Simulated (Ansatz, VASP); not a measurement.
## One calculation of Sr3Os, two programs

```
Sr Os
1.0
    -2.66433    2.66433    4.32810
     2.66433   -2.66433    4.32810
     2.66433    2.66433   -4.32810
Sr Os
3 1
Direct
  0.50000 0.50000 0.00000
  0.25000 0.75000 0.50000
  0.75000 0.25000 0.50000
  0.00000 0.00000 0.00000
```

Alike in both runs: functional PBE; k mesh 12 × 12 × 12; occupations gaussian, width 0.1 eV; no spin polarisation.

Ansatz relaxed the structure, and its values are those at the end. VASP's run is a single point on that final structure, the one shown.

|  | VASP | Ansatz |
| --- | --- | --- |
| version | VASP 6.6.1 | Ansatz 0.2.0 |
| potentials or method | VASP PAW PBE potentials, release 64 (Sr_sv, Os), cutoff 520 eV | scalar-relativistic, plane waves, PAW |
| valence electrons in the cell | 38 | 46 |

|  | VASP | Ansatz | Ansatz less VASP |
| --- | --- | --- | --- |
| gap on the k mesh at the Fermi level (eV) | none | none | - |
| pressure (GPa) | 0.1 | 0.0 | -0.09 |

A gap of «none» marks a metal or a gap that the smearing closes. With one functional, cell and mesh, what is left measures potentials, basis and numerics. VASP's potentials hold 38 valence electrons a cell and Ansatz's 46, so a difference there can come from the potentials and not from the codes.

Spin-orbit coupling is off throughout.
